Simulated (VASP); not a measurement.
Input of a VASP 6.6.1 run:

The input INCAR:

```
PREC     = Accurate       # precision mode
ENCUT    = 520            # plane-wave cutoff, eV
EDIFF    = 1E-6           # SCF threshold, eV
ISMEAR   = 0              # smearing method
SIGMA    = 0.15           # smearing width, eV
LREAL    = False          # projectors in reciprocal space
LASPH    = True           # aspherical terms in the spheres
NELM     = 150            # most SCF steps
ALGO     = Normal         # electronic algorithm
ISIF     = 2              # what is computed and relaxed
LWAVE    = False          # write WAVECAR
LCHARG   = True           # write CHGCAR
ISPIN    = 2              # spin polarisation
MAGMOM   = 0.4            # initial moments
LORBIT   = 11             # projections on sites
NUPDOWN  = 0.4            # fixed moment
LMAXMIX  = 4              # l up to which the mixer works
GGA      = PE             # functional
LELF     = True           # ELF
LVHAR    = True         
NBANDS   = 16             # bands
```

KPOINTS

```
Automatic mesh
0
Gamma
  22 22 22
```

Contents of POSCAR:

```
Ti
1.0
   -1.5235541254      1.5235541254      1.5235541254
    1.5235541254     -1.5235541254      1.5235541254
    1.5235541254      1.5235541254     -1.5235541254
Ti
1
Direct
    0.0000000000      0.0000000000      0.0000000000
```

Potentials or basis: VASP PAW PBE potentials, release 64 (Ti_sv).

The run is started by

```sh
$ cat potpaw_PBE.64/Ti_sv/POTCAR > POTCAR
$ mpirun -np 1 vasp_std > vasp.out
```

(1) Predict the pressure.

Results:

(1) 29.3 GPa.

Caveat: the cell stands under pressure; the total moment is fixed, so each spin has its own Fermi level.
